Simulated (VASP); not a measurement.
# RbBr in VASP: further runs, part 2 of 2

VASP 6.6.1.

## Step 3: Single point, PBE

This run uses another cell than the first one, of 52.99 Å³/atom, 1.027 times its volume.

INCAR reads:

```
PREC = Accurate
ENCUT = 520
EDIFF = 1E-6
ISMEAR = -1
SIGMA = 0.02
LREAL = F
LASPH = T
NELM = 80
ALGO = Normal
ISIF = 2
LWAVE = F
LCHARG = F
GGA = PE
NBANDS = 24
```

KPOINTS reads:

```
regular mesh
0
Gamma
  6 6 4
```

POSCAR reads:

```
RbBr
1.0
    5.9314906714      0.0000000000      0.0000000000
   -2.9657453357      5.1368216037      0.0000000000
    0.0000000000      0.0000000000      6.9569666335
Rb Br
2 2
Direct
    0.3333333333      0.6666666667     -0.0624917350
    0.6666666667      0.3333333333      0.4375082650
    0.3333333333      0.6666666667      0.4374917350
    0.6666666667      0.3333333333      0.9374917350
```

Potentials or basis: VASP PAW PBE potentials, release 64 (Rb_sv, Br).

On the command line:

```sh
cat potpaw_PBE.64/Rb_sv/POTCAR potpaw_PBE.64/Br/POTCAR > POTCAR
mpirun -np 1 vasp_std > vasp.out
```

OUTCAR:

```text
PREC = Accurate
   ENCUT = 520
   EDIFF = 1E-6
   ISMEAR = -1
   LREAL = F
   LASPH = T
   NELM = 80
   ISIF = 2
   GGA = PE

 ion  position               nearest neighbor table
   1  0.333  0.667  0.938-   4 3.42   4 3.42   4 3.42   3 3.48   3 3.48   2 4.88   2 4.88   2 4.88
                             2 4.88   2 4.88   2 4.88
   2  0.667  0.333  0.438-   3 3.42   3 3.42   3 3.42   4 3.48   4 3.48   1 4.88   1 4.88   1 4.88
                             1 4.88   1 4.88   1 4.88
   3  0.333  0.667  0.437-   2 3.42   2 3.42   2 3.42   1 3.48   1 3.48
   4  0.667  0.333  0.937-   1 3.42   1 3.42   1 3.42   2 3.48   2 3.48

  LATTYP: Found a hexagonal cell.
 ALAT       =     5.9314906714
 C/A-ratio  =     1.1728867192

  Lattice vectors:

 A1 = (   5.9314906714,   0.0000000000,   0.0000000000)
 A2 = (  -2.9657453357,   5.1368216037,   0.0000000000)
 A3 = (   0.0000000000,   0.0000000000,   6.9569666335)

Analysis of symmetry for initial positions (statically):
=====================================================================
 Subroutine PRICEL returns:
 Original cell was already a primitive cell.

 Routine SETGRP: Setting up the symmetry group for a
 hexagonal supercell.

 Subroutine GETGRP returns: Found 12 space group operations
 (whereof  6 operations were pure point group operations)
 out of a pool of 24 trial point group operations.

The static configuration has the point symmetry C_3v.
 The point group associated with its full space group is C_6v.

Analysis of symmetry for dynamics (positions and initial velocities):
=====================================================================
 Subroutine PRICEL returns:
 Original cell was already a primitive cell.

 Routine SETGRP: Setting up the symmetry group for a
 hexagonal supercell.

 Subroutine GETGRP returns: Found 12 space group operations
 (whereof  6 operations were pure point group operations)
 out of a pool of 24 trial point group operations.

The dynamic configuration has the point symmetry C_3v.
 The point group associated with its full space group is C_6v.

 Subroutine INISYM returns: Found 12 space group operations
 (whereof  6 operations are pure point group operations),
 and found     1 'primitive' translations

----------------------------------------------------------------------------------------

                                     Primitive cell

  volume of cell :     211.9719

  direct lattice vectors                    reciprocal lattice vectors
     5.931490671  0.000000000  0.000000000     0.168591684  0.097336454  0.000000000
    -2.965745336  5.136821604  0.000000000     0.000000000  0.194672908  0.000000000
     0.000000000  0.000000000  6.956966634     0.000000000  0.000000000  0.143740807

  length of vectors
     5.931490671  5.931490671  6.956966634     0.194672908  0.194672908  0.143740807

  position of ions in fractional coordinates (direct lattice)
     0.333333333  0.666666667  0.937508265
     0.666666667  0.333333333  0.437508265
     0.333333333  0.666666667  0.437491735
     0.666666667  0.333333333  0.937491735

  ion indices of the primitive-cell ions
   primitive index   ion index
                 1           1
                 2           2
                 3           3
                 4           4

----------------------------------------------------------------------------------------

 KPOINTS: regular mesh

Automatic generation of k-mesh.
 Grid dimensions read from file:
 generate k-points for:    6    6    4

 Generating k-lattice:

  Cartesian coordinates                     Fractional coordinates (reciprocal lattice)
     0.028098614  0.016222742  0.000000000     0.166666667 -0.000000000  0.000000000
     0.000000000  0.032445485  0.000000000     0.000000000  0.166666667  0.000000000
     0.000000000  0.000000000  0.035935202     0.000000000  0.000000000  0.250000000

  Length of vectors
     0.032445485  0.032445485  0.035935202

  Shift w.r.t. Gamma in fractional coordinates (k-lattice)
     0.000000000  0.000000000  0.000000000

 Subroutine IBZKPT returns following result:
 ===========================================

 Found     21 irreducible k-points:

 Following reciprocal coordinates:
            Coordinates               Weight
  0.000000  0.000000  0.000000      1.000000
  0.166667 -0.000000  0.000000      6.000000
  0.333333  0.000000  0.000000      6.000000
  0.500000 -0.000000  0.000000      3.000000
  0.166667  0.166667  0.000000      6.000000
  0.333333  0.166667  0.000000     12.000000
[... 13 lines left out ...]
  0.333333  0.166667  0.500000     12.000000
  0.333333  0.333333  0.500000      2.000000
   k-points           NKPTS =     21   k-points in BZ     NKDIM =     21   number of bands    NBANDS=     24
   number of dos      NEDOS =    301   number of ions     NIONS =      4
   total plane-waves  NPLWV = 124416
   dimension x,y,z NGX =    48 NGY =   48 NGZ =   54
   dimension x,y,z NGXF=    96 NGYF=   96 NGZF=  108
   ions per type =               2   2
   NGX,Y,Z   is equivalent  to a cutoff of  13.45, 13.45, 12.90 a.u.
   NGXF,Y,Z  is equivalent  to a cutoff of  26.91, 26.91, 25.81 a.u.
 SYSTEM =  unknown system
   PREC   = accura    normal or accurate (medium, high low for compatibility)
   ISTART =      0    job   : 0-new  1-cont  2-samecut
   ICHARG =      2    charge: 1-file 2-atom 10-const
   ISPIN  =      1    spin polarized calculation?
   LNONCOLLINEAR =      F non collinear calculations
   LSORBIT =      F    spin-orbit coupling
   LASPH  =      T    aspherical Exc in radial PAW
   ENCUT  =  520.0 eV  38.22 Ry    6.18 a.u.  11.03 11.03 12.94*2*pi/ulx,y,z
   NELM   =     80;   NELMIN=  2; NELMDL= -5     # of ELM steps
   EDIFF  = 0.1E-05   stopping-criterion for ELM
   LREAL  =      F    real-space projection
   EDIFFG = 0.1E-04   stopping-criterion for IOM
   NSW    =      0    number of steps for IOM
   IBRION =     -1    ionic relax: 0-MD 1-quasi-New 2-CG
   NFREE  =      0    steps in history (QN), initial steepest desc. (CG)
   ISIF   =      2    stress and relaxation
   ISYM   =      2    0-nonsym 1-usesym 2-fastsym
   POTIM  = 0.5000    time-step for ionic-motion
   TEBEG  =    0.0;   TEEND  =   0.0 temperature during run
   PSTRESS=    0.0 pullay stress
   NELECT =      32.0000    total number of electrons
   NUPDOWN=      -1.0000    fix difference up-down
   EMIN   =  10.00;   EMAX   =-10.00  energy-range for DOS
   EFERMI =   0.00;   METHOD = LEGACY
   ISMEAR =    -1;   SIGMA  =   0.02  broadening in eV -4-tet -1-fermi 0-gaus
   EFERMI_NEDOS =   21; number of points for ismear=-14 and -15
   IALGO  =     38    algorithm
   IMIX   =      4    mixing-type and parameters
     AMIX     =   0.40;   BMIX     =  1.00
     AMIX_MAG =   1.60;   BMIX_MAG =  1.00
  volume/ion in A,a.u.               =      52.99       357.61
  Fermi-wavevector in a.u.,A,eV,Ry     =   0.871697  1.647268 10.338457  0.759855
  Thomas-Fermi vector in A             =   1.990841
   LORBIT       =      0    0 simple, 1 ext, 2 COOP (PROOUT), +10 PAW based schemes
   GGA     = PE    functional components
[... 5 lines left out ...]
 non-spin polarized calculation
  energy-cutoff  :      520.00
  volume of cell :      211.97
 maximum number of plane-waves:      5733
 NGX is ok and might be reduce to    48
   NGX = 23   NGY = 23   NGZ = 25

 number of electron      31.9999999 magnetization

 Free energy of the ion-electron system (eV)
  ---------------------------------------------------
  ext. energy  EPLUGINS =         0.00000000
  ---------------------------------------------------
  free energy    TOTEN  =       -12.06785956 eV

  energy without entropy =      -12.06785956  energy(sigma->0) =      -12.06785956

 E-fermi :  -2.1959     XC(G=0):  -6.0492

 val. band max:       -2.6718933875   @ k =   0.0000   0.0000   0.0000
 cond. band min:       1.3547959042   @ k =   0.0000   0.0000   0.0000
 fundamental gap:      4.0266892917
 Fermi energy:        -2.1959341360

 k-point     1 :       0.0000    0.0000    0.0000
  band No.  band energies     occupation
      1     -27.3479      2.00000
      2     -27.3400      2.00000
      3     -14.7625      2.00000
      4     -14.7234      2.00000
      5     -11.5351      2.00000
      6     -11.4961      2.00000
[... 556 lines left out ...]
     23       5.3020      0.00000
     24       5.3020      0.00000

------------------------ aborting loop because EDIFF is reached ----------------------------------------

  FORCE on cell =-STRESS in cart. coord.  units (eV):
  Direction    XX          YY          ZZ          XY          YZ          ZX
  --------------------------------------------------------------------------------------
  -------------------------------------------------------------------------------------
  Total        0.0717521      0.0717521      0.0210453      0.0000000      0.0000000      0.0000000
  in kB        0.5423345      0.5423345      0.1590700      0.0000000      0.0000000      0.0000000
  external PRESSURE =       0.4145797 kB  Pullay stress =       0.0000000 kB

 VOLUME and BASIS-vectors are now :
 -----------------------------------------------------------------------------
  energy-cutoff  :      520.00
  volume of cell :      211.97
      direct lattice vectors                 reciprocal lattice vectors
     5.931490671  0.000000000  0.000000000     0.168591684  0.097336454  0.000000000
    -2.965745336  5.136821604  0.000000000     0.000000000  0.194672908  0.000000000
     0.000000000  0.000000000  6.956966634     0.000000000  0.000000000  0.143740807

 POSITION                                       TOTAL-FORCE (eV/Angst)
 -----------------------------------------------------------------------------------
     -0.00000      3.42455      6.52221        -0.000000      0.000000      0.000050
      2.96575      1.71227      3.04373        -0.000000     -0.000000      0.000050
     -0.00000      3.42455      3.04362        -0.000000     -0.000000     -0.000050
      2.96575      1.71227      6.52210         0.000000      0.000000     -0.000050
 -----------------------------------------------------------------------------------
    total drift:                               -0.000000      0.000000     -0.000616

  FREE ENERGIE OF THE ION-ELECTRON SYSTEM (eV)
  ---------------------------------------------------
  free  energy   TOTEN  =       -12.0678595569 eV

  energy  without entropy=      -12.0678595569  energy(sigma->0) =      -12.06785956
```

OSZICAR:

```text
N       E                     dE             d eps       ncg     rms          rms(c)
DAV:   1     0.224303758113E+03    0.22430E+03   -0.12589E+04  1008   0.107E+03
DAV:   2     0.108709572343E+02   -0.21343E+03   -0.20398E+03  1408   0.217E+02
DAV:   3    -0.122552854390E+02   -0.23126E+02   -0.23042E+02  1648   0.720E+01
DAV:   4    -0.127271748874E+02   -0.47189E+00   -0.47138E+00  1376   0.116E+01
DAV:   5    -0.127499101757E+02   -0.22735E-01   -0.22734E-01  1560   0.178E+00    0.383E+00
DAV:   6    -0.121161684400E+02    0.63374E+00   -0.91017E-01  1192   0.319E+00    0.260E+00
DAV:   7    -0.120234530200E+02    0.92715E-01   -0.47771E-01  1240   0.234E+00    0.131E+00
DAV:   8    -0.120568019953E+02   -0.33349E-01   -0.54729E-02  1224   0.961E-01    0.207E-01
DAV:   9    -0.120652027708E+02   -0.84008E-02   -0.17553E-02  1128   0.453E-01    0.154E-01
DAV:  10    -0.120675471713E+02   -0.23444E-02   -0.25883E-03  1024   0.261E-01    0.316E-02
DAV:  11    -0.120677857559E+02   -0.23858E-03   -0.37212E-04  1264   0.843E-02    0.200E-02
DAV:  12    -0.120678577845E+02   -0.72029E-04   -0.95373E-05  1088   0.584E-02    0.824E-03
DAV:  13    -0.120678589246E+02   -0.11402E-05   -0.22635E-06  1232   0.769E-03    0.594E-03
DAV:  14    -0.120678595569E+02   -0.63223E-06   -0.56733E-06  1032   0.115E-02
   1 F= -.12067860E+02 E0= -.12067860E+02  d E =-.920256E-12
```

stdout:

```text
POSCAR found type information on POSCAR RbBr
 POSCAR found :  2 types and       4 ions
 scaLAPACK will be used
 LDA part: xc-table for (Slater+PW92), standard interpolation
 POSCAR, INCAR and KPOINTS ok, starting setup
 FFT: planning ... GRIDC
 FFT: planning ... GRID_SOFT
 FFT: planning ... GRID
 WAVECAR not read
 entering main loop
```

Run time: 3.1 min. Hardware: 1 thread of AMD EPYC 7R43 (Zen 3), shared host; peak memory 0.37 GiB.

What came out:

```yaml
Free_energy: -12.0679 eV
Pressure: 0.0 GPa
Band_gap_on_the_k_mesh: 4.03 eV, direct
```

A k mesh can miss the band edges. A hybrid or GW would open this gap; PBE tends to underestimate it.
